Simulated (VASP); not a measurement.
# SiC (ke600) (F-43m) in VASP: vibrations by perturbation theory with LDA

Aim: the vibrations by perturbation theory of SiC (ke600) with LDA.

Everything below comes from runs of VASP 6.6.1. Logs are shortened: lines on timing, memory, paths and dates and some standing lists are left out, and cuts for length are marked.

### Step 1. The cell of the first run

The structure is cubic, space group F-43m (No. 216). Conventional cell: a = 4.329 Å, b = 4.329 Å, c = 4.329 Å, α = 90.00°, β = 90.00°, γ = 90.00°. Within 2.5 Å of Si (site symmetry -43m) lie 4 C at 1.87 Å. C (site symmetry -43m) has 4 Si at 1.87 Å within 2.5 Å.

### Step 2. Vibrations by perturbation theory, LDA

INCAR reads:

```
SYSTEM = SiC
ALGO     = Normal         ! electronic algorithm
EDIFF    = 1E-8           ! SCF threshold, eV
ENCUT    = 520            ! plane-wave cutoff, eV
GGA      = CA             ! functional
IBRION   = 8              ! ionic algorithm
ISIF     = 2              ! what is computed and relaxed
ISMEAR   = 0              ! smearing method
LASPH    = .TRUE.         ! aspherical terms in the spheres
LCHARG   = .FALSE.        ! write CHGCAR
LEPSILON = .TRUE.         ! dielectric tensor by DFPT
LREAL    = .FALSE.        ! projectors in reciprocal space
LWAVE    = .FALSE.        ! write WAVECAR
NELM     = 60             ! most SCF steps
NSW      = 1              ! ionic steps
PREC     = Accurate       ! precision mode
SIGMA    = 0.01           ! smearing width, eV
```

KPOINTS reads:

```
k-points
0
G
  10 10 10
  0 0 0
```

POSCAR reads:

```
SiC
1.0
    0.0000000000      2.1644927228      2.1644927228
    2.1644927228      0.0000000000      2.1644927228
    2.1644927228      2.1644927228      0.0000000000
Si C
1 1
Direct
    0.7500000000      0.7500000000      0.7500000000
    0.0000000000      0.0000000000      0.0000000000
```

Potentials or basis: VASP PAW LDA potentials, release 64 (Si, C).

Started as:

```bash
> cat potpaw_LDA.64/Si/POTCAR potpaw_LDA.64/C/POTCAR > POTCAR
> mpirun -np 1 vasp_std > vasp.out
```

OUTCAR:

```text
SYSTEM = SiC
   EDIFF = 1E-8
   ENCUT = 520
   GGA = CA
   IBRION = 8
   ISIF = 2
   ISMEAR = 0
   LASPH = .TRUE.
   LEPSILON = .TRUE.
   LREAL = .FALSE.
   NELM = 60
   NSW = 1
   PREC = Accurate

 ion  position               nearest neighbor table
   1  0.750  0.750  0.750-   2 1.87   2 1.87   2 1.87   2 1.87
   2  0.000  0.000  0.000-   1 1.87   1 1.87   1 1.87   1 1.87

  LATTYP: Found a face centered cubic cell.
 ALAT       =     4.3289854456

  Lattice vectors:

 A1 = (   0.0000000000,   2.1644927228,   2.1644927228)
 A2 = (   2.1644927228,   0.0000000000,   2.1644927228)
 A3 = (   2.1644927228,   2.1644927228,   0.0000000000)

Analysis of symmetry for initial positions (statically):
=====================================================================
 Subroutine PRICEL returns:
 Original cell was already a primitive cell.

 Routine SETGRP: Setting up the symmetry group for a
 face centered cubic supercell.

 Subroutine GETGRP returns: Found 24 space group operations
 (whereof 24 operations were pure point group operations)
 out of a pool of 48 trial point group operations.

The static configuration has the point symmetry T_d .

Analysis of symmetry for dynamics (positions and initial velocities):
=====================================================================
 Subroutine PRICEL returns:
 Original cell was already a primitive cell.

 Routine SETGRP: Setting up the symmetry group for a
 face centered cubic supercell.

 Subroutine GETGRP returns: Found 24 space group operations
 (whereof 24 operations were pure point group operations)
 out of a pool of 48 trial point group operations.

The dynamic configuration has the point symmetry T_d .

 Subroutine INISYM returns: Found 24 space group operations
 (whereof 24 operations are pure point group operations),
 and found     1 'primitive' translations

----------------------------------------------------------------------------------------

                                     Primitive cell

  volume of cell :      20.2814

  direct lattice vectors                    reciprocal lattice vectors
     0.000000000  2.164492723  2.164492723    -0.231001008  0.231001008  0.231001008
     2.164492723  0.000000000  2.164492723     0.231001008 -0.231001008  0.231001008
     2.164492723  2.164492723  0.000000000     0.231001008  0.231001008 -0.231001008

  length of vectors
     3.061054964  3.061054964  3.061054964     0.400105482  0.400105482  0.400105482

  position of ions in fractional coordinates (direct lattice)
     0.750000000  0.750000000  0.750000000
     0.000000000  0.000000000  0.000000000

  ion indices of the primitive-cell ions
   primitive index   ion index
                 1           1
                 2           2

----------------------------------------------------------------------------------------

 KPOINTS: k-points

Automatic generation of k-mesh.
 Grid dimensions read from file:
 generate k-points for:   10   10   10

 Generating k-lattice:

  Cartesian coordinates                     Fractional coordinates (reciprocal lattice)
    -0.023100101  0.023100101  0.023100101     0.100000000  0.000000000  0.000000000
     0.023100101 -0.023100101  0.023100101     0.000000000  0.100000000  0.000000000
     0.023100101  0.023100101 -0.023100101     0.000000000  0.000000000  0.100000000

  Length of vectors
     0.040010548  0.040010548  0.040010548

  Shift w.r.t. Gamma in fractional coordinates (k-lattice)
     0.000000000  0.000000000  0.000000000

 Subroutine IBZKPT returns following result:
 ===========================================
[... 379 lines left out ...]

 POSITION                                       TOTAL-FORCE (eV/Angst)
 -----------------------------------------------------------------------------------
      3.24674      3.24674      3.24674        -0.000000     -0.000000     -0.000000
      0.00000      0.00000      0.00000         0.000000      0.000000      0.000000
 -----------------------------------------------------------------------------------
    total drift:                                0.000000      0.000000      0.000000

  FREE ENERGIE OF THE ION-ELECTRON SYSTEM (eV)
  ---------------------------------------------------
  free  energy   TOTEN  =       -16.6425033407 eV

  energy  without entropy=      -16.6425033407  energy(sigma->0) =      -16.64250334

 HEAD OF MICROSCOPIC STATIC DIELECTRIC TENSOR (INDEPENDENT PARTICLE, excluding Hartree and local field effects)
 ------------------------------------------------------
           7.294935     0.000000     0.000000
           0.000000     7.294935    -0.000000
           0.000000     0.000000     7.294935
 ------------------------------------------------------

 Free energy of the ion-electron system (eV)
  ---------------------------------------------------
  ---------------------------------------------------
  free energy    TOTEN  =        -0.35365807 eV

  energy without entropy =       -0.35365807

------------------------ aborting loop because EDIFF is reached ----------------------------------------

--------------------------------------- Ionic step        2  -------------------------------------------

------------------------ aborting loop because EDIFF is reached ----------------------------------------

--------------------------------------- Ionic step        3  -------------------------------------------

------------------------ aborting loop because EDIFF is reached ----------------------------------------

 PIEZOELECTRIC TENSOR FIELD DIRECTION 3  (e Angst)
 -----------------------------------------------------------------------------
    -0.00064 -1.25077  0.00000           ( -0.00000 -0.05555  0.00000)
    -1.25077 -0.00064  0.00000           ( -0.05555 -0.00000  0.00000)
     0.00000  0.00000  0.00077           (  0.00000  0.00000 -0.00000)

 PIEZOELECTRIC TENSOR FIELD DIRECTION 3  (C/m^2)
 -----------------------------------------------------------------------------
    -0.00051 -0.98808  0.00000
    -0.98808 -0.00051  0.00000
     0.00000  0.00000  0.00061

--------------------------------------- Ionic step        4  -------------------------------------------

------------------------ aborting loop because EDIFF is reached ----------------------------------------

[... ionic steps 5 to 6 ...]

--------------------------------------- Ionic step        7  -------------------------------------------

 Free energy of the ion-electron system (eV)
  ---------------------------------------------------
  ---------------------------------------------------
  free energy    TOTEN  =        -0.12456590 eV

  energy without entropy =       -0.12456590

------------------------ aborting loop because EDIFF is reached ----------------------------------------

 INTERNAL STRAIN TENSOR  FOR ION    2  DIRECTION 1   (eV/Angst):
 -----------------------------------------------------------------------------
    -0.00829  0.00000  0.00000
     0.00000  0.00352 -8.69780
     0.00000 -8.69780  0.00352

 MACROSCOPIC STATIC DIELECTRIC TENSOR (including local field effects in DFT)
 ------------------------------------------------------
           6.970880    -0.000000    -0.000000
          -0.000000     6.970880     0.000000
           0.000000     0.000000     6.970880
 ------------------------------------------------------

 PIEZOELECTRIC TENSOR (including local field effects)  for field in x, y, z        (e  Angst)
          XX          YY          ZZ          XY          YZ          ZX
  --------------------------------------------------------------------------------
  x     0.00000    -0.00000    -0.00000     0.00000    -1.24818     0.00000
  y     0.00000     0.00000     0.00000     0.00000     0.00000    -1.24818
  z     0.00000     0.00000     0.00000    -1.24818     0.00000     0.00000

 PIEZOELECTRIC TENSOR (including local field effects)  for field in x, y, z        (C/m^2)
          XX          YY          ZZ          XY          YZ          ZX
  --------------------------------------------------------------------------------
  x     0.00000    -0.00000    -0.00000     0.00000    -0.98603     0.00000
  y     0.00000     0.00000     0.00000     0.00000     0.00000    -0.98603
  z     0.00000     0.00000     0.00000    -0.98603     0.00000     0.00000

 BORN EFFECTIVE CHARGES (including local field effects) (in |e|, cummulative output)
 ---------------------------------------------------------------------------------
 ion    1
    1     2.71547     0.00000     0.00000
    2     0.00000     2.71547    -0.00000
    3     0.00000     0.00000     2.71547
 ion    2
    1    -2.71547    -0.00000     0.00000
    2     0.00000    -2.71547     0.00000
    3    -0.00000     0.00000    -2.71547

 INTERNAL STRAIN TENSOR FOR ION    2 for displacements in x,y,z  (eV/Angst):
          X           Y           Z          XY          YZ          ZX
  --------------------------------------------------------------------------------
  x     0.00000    -0.00000    -0.00000     0.00000    -8.69780     0.00000
  y     0.00000    -0.00000     0.00000     0.00000     0.00000    -8.69780
  z    -0.00000     0.00000     0.00000    -8.69780     0.00000     0.00000

 SECOND DERIVATIVES (NOT SYMMETRIZED)
 ------------------------------------
               1X          1Y          1Z          2X          2Y          2Z
  1X   -19.689548    0.000000    0.000000   19.689548    0.000000    0.000000
  1Y     0.000000  -19.689548    0.000000    0.000000   19.689548    0.000000
  1Z     0.000000    0.000000  -19.689548    0.000000    0.000000   19.689548
  2X    19.689878    0.000000    0.000000  -19.689878    0.000000    0.000000
  2Y     0.000000   19.689878    0.000000    0.000000  -19.689878    0.000000
  2Z     0.000000    0.000000   19.689878    0.000000    0.000000  -19.689878

 Eigenvectors and eigenvalues of the dynamical matrix
 ----------------------------------------------------

   1 f  =   23.916348 THz   150.270849 2PiTHz  797.763512 cm-1    98.910025 meV
             X         Y         Z           dx          dy          dz
      3.246739  3.246739  3.246739     0.000000    0.547314    0.000000
      0.000000  0.000000  0.000000     0.000000   -0.836927    0.000000
[... 21 lines left out ...]
   6 f/i=    0.000092 THz     0.000576 2PiTHz    0.003060 cm-1     0.000379 meV
             X         Y         Z           dx          dy          dz
      3.246739  3.246739  3.246739     0.000000    0.000000    0.836927
      0.000000  0.000000  0.000000     0.000000    0.000000    0.547314

--------------------------------------------------------------------------------------------------------

 MACROSCOPIC STATIC DIELECTRIC TENSOR IONIC CONTRIBUTION
 ------------------------------------------------------
           3.341316     0.000000     0.000000
           0.000000     3.341316    -0.000000
           0.000000    -0.000000     3.341316
 ------------------------------------------------------

 ELASTIC MODULI CONTR FROM IONIC RELAXATION (kBar)
 Direction    XX          YY          ZZ          XY          YZ          ZX
 --------------------------------------------------------------------------------
 XX          -0.0000      0.0000      0.0000     -0.0000      0.0000     -0.0000
 YY           0.0000     -0.0000     -0.0000      0.0000     -0.0000      0.0000
 ZZ           0.0000     -0.0000     -0.0000      0.0000      0.0000      0.0000
 XY          -0.0000      0.0000      0.0000   -278.0101      0.0000      0.0000
 YZ           0.0000     -0.0000      0.0000      0.0000   -278.0101      0.0000
 ZX          -0.0000      0.0000      0.0000      0.0000      0.0000   -278.0101
 --------------------------------------------------------------------------------

 PIEZOELECTRIC TENSOR IONIC CONTR  for field in x, y, z        (C/m^2)
          XX          YY          ZZ          XY          YZ          ZX
  --------------------------------------------------------------------------------
  x    -0.00000     0.00000    -0.00000     0.00000     0.90690     0.00000
  y     0.00000    -0.00000    -0.00000    -0.00000     0.00000     0.90690
  z     0.00000    -0.00000    -0.00000     0.90690     0.00000     0.00000
```

Run time: 2.2 min. Hardware: 1 thread of Intel Xeon Platinum 8259CL at 2.50GHz (Skylake/Cascade Lake), shared host; peak memory 0.19 GiB.

Results:

```
Electronic dielectric tensor (diagonal)                 : 6.97
Born charges (mean of the diagonal)                     : Si +2.72; C -2.72 e
Highest phonon frequency at Γ, LO-TO splitting left out : 798 cm⁻¹
```

Phonon frequencies in cm⁻¹ (negative: imaginary):
```tsv
q point	frequencies
(0.000, 0.000, 0.000)	0 0 0 798 798 798
```

Electronic dielectric tensor:
```
6.97 0.00 0.00
0.00 6.97 0.00
0.00 0.00 6.97
```

Born effective charge tensors (e):
atom 1, Si
```
2.72 0.00 0.00
0.00 2.72 0.00
0.00 0.00 2.72
```
atom 2, C
```
-2.72  0.00  0.00
 0.00 -2.72  0.00
 0.00  0.00 -2.72
```
